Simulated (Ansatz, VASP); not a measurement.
# Rb4O: VASP beside Ansatz

Contents of INCAR:

```
PREC     = Accurate       # precision mode
ENCUT    = 600            # plane-wave cutoff, eV
EDIFF    = 1E-6           # SCF threshold, eV
ISMEAR   = 0              # smearing method
SIGMA    = 0.1            # smearing width, eV
LREAL    = False          # projectors in reciprocal space
LASPH    = True           # aspherical terms in the spheres
NELM     = 80             # most SCF steps
ALGO     = Normal         # electronic algorithm
ISIF     = 3              # what is computed and relaxed
LWAVE    = False          # write WAVECAR
LCHARG   = False          # write CHGCAR
GGA      = PE             # functional
IBRION   = 2              # ionic algorithm
NSW      = 100            # ionic steps
EDIFFG   = -0.01          # ionic threshold
```

Contents of KPOINTS:

```
Automatic mesh
0
Gamma
  6 6 6
```

The input POSCAR:

```
Rb4O
1.0
    6.1437910960      0.0000000000      0.0000000000
    0.0000000000      6.1437910960      0.0000000000
    0.0000000000      0.0000000000      6.1437910960
Rb O
4 1
Direct
    0.0000000000      0.5000000000      0.5000000000
    0.5000000000      0.0000000000      0.5000000000
    0.5000000000      0.5000000000      0.0000000000
    0.0000000000      0.0000000000      0.0000000000
    0.5000000000      0.5000000000      0.5000000000
```

Input for Ansatz:

```yaml
crystal:
  lattice:
    - [6.143791096, 0.0, 0.0]
    - [0.0, 6.143791096, 0.0]
    - [0.0, 0.0, 6.143791096]
  atoms:
    - { symbol: Rb, position: [0.0, 0.5, 0.5] }
    - { symbol: Rb, position: [0.5, 0.0, 0.5] }
    - { symbol: Rb, position: [0.5, 0.5, 0.0] }
    - { symbol: Rb, position: [0.0, 0.0, 0.0] }
    - { symbol: O, position: [0.5, 0.5, 0.5] }
basis:
  ecutwfc: 420
kpoints:
  mp_grid: { grid: [6, 6, 6] }
hamiltonian:
  xc: pbe
scf:
  occupations: { method: gaussian, width: 0.1 }
output:
  forces: true
  stress: true
  eigenvalues: true
relax:
  adjacent_minimum: "off"
  f_tol: 0.01
  max_steps: 80
  cell: { stress_tol: 0.05 }
```

Alike in both runs: task relaxation of cell and atoms; functional PBE; k mesh 6 × 6 × 6; occupations gaussian, width 0.1 eV; no spin polarisation.

|  | VASP | Ansatz |
| --- | --- | --- |
| version | VASP 6.6.1 | Ansatz 0.2.0 |
| potentials or method | VASP PAW PBE potentials, release 64 (Rb_sv, O), cutoff 600 eV | scalar-relativistic, plane waves, PAW |
| valence electrons in the cell | 42 | 42 |

Ansatz gave:

- gap on the k mesh at the Fermi level, each at its own relaxed structure (eV): none
- relaxed volume (Å³/atom): 46.99
- relaxed length of the cell vector where the two differ most in proportion (Å): 6.171

Task: Estimate VASP's values.

Result: gap on the k mesh at the Fermi level, each at its own relaxed structure (eV): none; relaxed volume (Å³/atom): 47.04; relaxed length of the cell vector where the two differ most in proportion (Å): 6.173.

A gap of «none» marks a metal or a gap that the smearing closes.
